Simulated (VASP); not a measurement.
Input of a VASP 6.6.1 run:

Contents of INCAR:

```
SYSTEM = BeS
  PREC = Accurate
  ENCUT = 520
  EDIFF = 1E-7
  ISMEAR = 0
  SIGMA = 0.1
  LREAL = .FALSE.
  LASPH = .TRUE.
  NELM = 60
  ALGO = Normal
  ISIF = 2
  LWAVE = .FALSE.
  LCHARG = .FALSE.
  GGA = PE
  NBANDS = 11
```

KPOINTS

```
Automatic mesh
0
G
  6 6 6
  0 0 0
```

The input POSCAR:

```
BeS
1.0
    1.7241141943      0.9954177958      2.8155140755
   -1.7241141943      0.9954177958      2.8155140755
    0.0000000000     -1.9908355867      2.8155140772
Be S
1 1
Direct
    1.0000035227      1.0000035227      1.0000035227
    0.2499964773      0.2499964773      0.2499964773
```

Potentials or basis: VASP PAW PBE potentials, release 64 (Be, S).

Launch:

```bash
$ cat potpaw_PBE.64/Be/POTCAR potpaw_PBE.64/S/POTCAR > POTCAR
$ mpirun -np 1 vasp_std > vasp.out
```

Task: What does it give for the band gap on the k mesh?

Result: 3.15 eV, indirect (least direct gap 5.67 eV).

Task: Estimate the pressure.

Result: 0.0 GPa.

A k mesh can miss the band edges. As with any semilocal functional, this PBE gap is likely too small.
